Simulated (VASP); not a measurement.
# YN (Fm-3m) in VASP: notebook

YN is run at these levels: LDA; tasks: electric field gradients.

Everything below comes from runs of VASP 6.6.1. Logs are shortened: lines on timing, memory, paths and dates and some standing lists are left out, and cuts for length are marked.

## 1. The cell of the first run

Symmetry: Fm-3m, No. 225, cubic system. Conventional cell: a = 4.877 Å, b = 4.877 Å, c = 4.877 Å, α = 90.00°, β = 90.00°, γ = 90.00°. Y (site symmetry m-3m) has 6 N at 2.44 Å within 3.2 Å. N (site symmetry m-3m) has 6 Y at 2.44 Å within 3.2 Å.

## 2. Electric field gradients, LDA

The input, INCAR:

```
SYSTEM = YN
PREC = Accurate
ENCUT = 520
EDIFF = 1E-8
ISMEAR = -1
SIGMA = 0.03
LREAL = .False.
LASPH = .True.
NELM = 120
ALGO = Normal
ISIF = 2
LWAVE = .False.
LCHARG = .False.
GGA = CA
LEFG = .True.
NBANDS = 15
GGA_COMPAT = .False.
```

The input, KPOINTS:

```
Automatic mesh
0
Gamma
  11 11 11
  0 0 0
```

The input, POSCAR:

```
YN
1.0
    0.0000000000      2.4385000000      2.4385000000
    2.4385000000      0.0000000000      2.4385000000
    2.4385000000      2.4385000000      0.0000000000
Y N
1 1
Direct
    0.0000000000      0.0000000000      0.0000000000
    0.5000000000      0.5000000000      0.5000000000
```

Potentials or basis: VASP PAW LDA potentials, release 64 (Y_sv, N).

On the command line:

```
> cat potpaw_LDA.64/Y_sv/POTCAR potpaw_LDA.64/N/POTCAR > POTCAR
> mpirun -np 1 vasp_std > vasp.out
```

OUTCAR:

```text
SYSTEM = YN
   PREC = Accurate
   ENCUT = 520
   EDIFF = 1E-8
   ISMEAR = -1
   LREAL = .False.
   LASPH = .True.
   NELM = 120
   ISIF = 2
   GGA = CA

 ion  position               nearest neighbor table
   1  0.000  0.000  0.000-   2 2.44   2 2.44   2 2.44   2 2.44   2 2.44   2 2.44
   2  0.500  0.500  0.500-   1 2.44   1 2.44   1 2.44   1 2.44   1 2.44   1 2.44

  LATTYP: Found a face centered cubic cell.
 ALAT       =     4.8770000000

  Lattice vectors:

 A1 = (   0.0000000000,   2.4385000000,   2.4385000000)
 A2 = (   2.4385000000,   0.0000000000,   2.4385000000)
 A3 = (   2.4385000000,   2.4385000000,   0.0000000000)

Analysis of symmetry for initial positions (statically):
=====================================================================
 Subroutine PRICEL returns:
 Original cell was already a primitive cell.

 Routine SETGRP: Setting up the symmetry group for a
 face centered cubic supercell.

 Subroutine GETGRP returns: Found 48 space group operations
 (whereof 48 operations were pure point group operations)
 out of a pool of 48 trial point group operations.

The static configuration has the point symmetry O_h .

Analysis of symmetry for dynamics (positions and initial velocities):
=====================================================================
 Subroutine PRICEL returns:
 Original cell was already a primitive cell.

 Routine SETGRP: Setting up the symmetry group for a
 face centered cubic supercell.

 Subroutine GETGRP returns: Found 48 space group operations
 (whereof 48 operations were pure point group operations)
 out of a pool of 48 trial point group operations.

The dynamic configuration has the point symmetry O_h .

 Subroutine INISYM returns: Found 48 space group operations
 (whereof 48 operations are pure point group operations),
 and found     1 'primitive' translations

----------------------------------------------------------------------------------------

                                     Primitive cell

  volume of cell :      29.0000

  direct lattice vectors                    reciprocal lattice vectors
     0.000000000  2.438500000  2.438500000    -0.205044084  0.205044084  0.205044084
     2.438500000  0.000000000  2.438500000     0.205044084 -0.205044084  0.205044084
     2.438500000  2.438500000  0.000000000     0.205044084  0.205044084 -0.205044084

[... 136 lines left out ...]
 Fermi energy:         4.0242166684

 k-point     1 :       0.0000    0.0000    0.0000
  band No.  band energies     occupation
      1     -36.5311      2.00000
      2     -16.2925      2.00000
      3     -16.2925      2.00000
      4     -16.2925      2.00000
      5      -8.7371      2.00000
      6       3.9775      1.65230
      7       3.9775      1.65229
      8       3.9775      1.65229
      9       7.0389      0.00000
     10       7.0389      0.00000
     11       7.0389      0.00000
     12       8.1892      0.00000
     13       9.0803      0.00000
     14       9.0803      0.00000
[... 401 lines left out ...]
      2     -16.9753      2.00000
      3     -16.5169      2.00000
      4     -16.3247      2.00000
      5      -7.6410      2.00000
      6       1.1386      2.00000
      7       2.1757      2.00000
      8       2.8732      2.00000
      9       7.6313      0.00000
     10       8.2084      0.00000
     11       9.6762      0.00000
     12       9.9206      0.00000
     13      12.0951      0.00000
     14      12.9358      0.00000
     15      18.4860      0.00000

 [... further k-points ...]

------------------------ aborting loop because EDIFF is reached ----------------------------------------

  FORCE on cell =-STRESS in cart. coord.  units (eV):
  Direction    XX          YY          ZZ          XY          YZ          ZX
  --------------------------------------------------------------------------------------
  -------------------------------------------------------------------------------------
  Total       -1.0532888     -1.0532888     -1.0532888      0.0000000      0.0000000      0.0000000
  in kB      -58.1915280    -58.1915280    -58.1915280      0.0000000      0.0000000      0.0000000
  external PRESSURE =     -58.1915280 kB  Pullay stress =       0.0000000 kB

 VOLUME and BASIS-vectors are now :
 -----------------------------------------------------------------------------
  energy-cutoff  :      520.00
  volume of cell :       29.00
      direct lattice vectors                 reciprocal lattice vectors
     0.000000000  2.438500000  2.438500000    -0.205044084  0.205044084  0.205044084
     2.438500000  0.000000000  2.438500000     0.205044084 -0.205044084  0.205044084
     2.438500000  2.438500000  0.000000000     0.205044084  0.205044084 -0.205044084

 POSITION                                       TOTAL-FORCE (eV/Angst)
 -----------------------------------------------------------------------------------
      0.00000      0.00000      0.00000         0.000000      0.000000      0.000000
      2.43850      2.43850      2.43850        -0.000000     -0.000000     -0.000000
 -----------------------------------------------------------------------------------
    total drift:                                0.000000      0.000000      0.000000

  FREE ENERGIE OF THE ION-ELECTRON SYSTEM (eV)
  ---------------------------------------------------
  free  energy   TOTEN  =       -19.8695862358 eV

  energy  without entropy=      -19.8694396436  energy(sigma->0) =      -19.86951294

 Electric field gradients (V/A^2)
---------------------------------------------------------------------
 ion       V_xx      V_yy      V_zz      V_xy      V_xz      V_yz
---------------------------------------------------------------------
   1       0.000     0.000    -0.000     0.000     0.000     0.000
   2       0.000     0.000     0.000     0.000     0.000     0.000
---------------------------------------------------------------------

 Electric field gradients after diagonalization (V/A^2)
 (convention: |V_zz| > |V_xx| > |V_yy|)
----------------------------------------------------------------------
 ion       V_xx      V_yy      V_zz     asymmetry (V_yy - V_xx)/ V_zz
----------------------------------------------------------------------
   1      -0.000    -0.000     0.000       0.000
   2      -0.000    -0.000     0.000       0.000
----------------------------------------------------------------------

           NMR quadrupolar parameters

 Cq : quadrupolar parameter    Cq=e*Q*V_zz/h
 eta: asymmetry parameters     (V_yy - V_xx)/ V_zz
 Q  : nuclear electric quadrupole moment in mb (millibarn)
----------------------------------------------------------------------
 ion       Cq(MHz)       eta       Q (mb)
----------------------------------------------------------------------
   1       0.000       0.000       1.000
   2       0.000       0.000       1.000
----------------------------------------------------------------------
```

OSZICAR:

```text
N       E                     dE             d eps       ncg     rms          rms(c)
DAV:   1     0.515498691204E+02    0.51550E+02   -0.84596E+03  1680   0.108E+03
DAV:   2    -0.207292584866E+02   -0.72279E+02   -0.66358E+02  2299   0.226E+02
DAV:   3    -0.234805415713E+02   -0.27513E+01   -0.27334E+01  2082   0.372E+01
DAV:   4    -0.235250280740E+02   -0.44487E-01   -0.44476E-01  2046   0.469E+00
DAV:   5    -0.235257029296E+02   -0.67486E-03   -0.67485E-03  1981   0.497E-01    0.321E+01
DAV:   6    -0.202413851057E+02    0.32843E+01   -0.89194E+00  1729   0.243E+01    0.350E+01
DAV:   7    -0.199267846255E+02    0.31460E+00   -0.53521E-01  2122   0.582E+00    0.244E+01
DAV:   8    -0.198984548505E+02    0.28330E-01   -0.27370E-01  2436   0.433E+00    0.804E+00
DAV:   9    -0.198697148436E+02    0.28740E-01   -0.32279E-02  2202   0.193E+00    0.133E+00
DAV:  10    -0.198696690229E+02    0.45821E-04   -0.51515E-03  1841   0.621E-01    0.411E-01
DAV:  11    -0.198696079209E+02    0.61102E-04   -0.46294E-04  2100   0.151E-01    0.314E-01
DAV:  12    -0.198695860377E+02    0.21883E-04   -0.38282E-05  2030   0.488E-02    0.404E-02
DAV:  13    -0.198695863750E+02   -0.33730E-06   -0.74111E-07  1820   0.781E-03    0.112E-02
DAV:  14    -0.198695862371E+02    0.13789E-06   -0.13312E-07  2107   0.320E-03    0.100E-03
DAV:  15    -0.198695862358E+02    0.12815E-08   -0.66148E-09  1512   0.677E-04
   1 F= -.19869586E+02 E0= -.19869513E+02  d E =-.146592E-03
```

Run time: 33 s. Hardware: 1 thread of AMD EPYC 7R43 (Zen 3), shared host; peak memory 0.14 GiB.

Results:

```
Free energy                             : -19.8696 eV
Pressure                                : -5.8 GPa
Band gap on the k mesh                  : 0.12 eV (least direct gap 0.51 eV)
Largest electric field gradient by atom : zero within the noise of the run
```

Caveat: the cell stands under tension; an odd mesh through Γ misses points on the zone boundary, where band edges can lie.

[end of part 1 of 2]
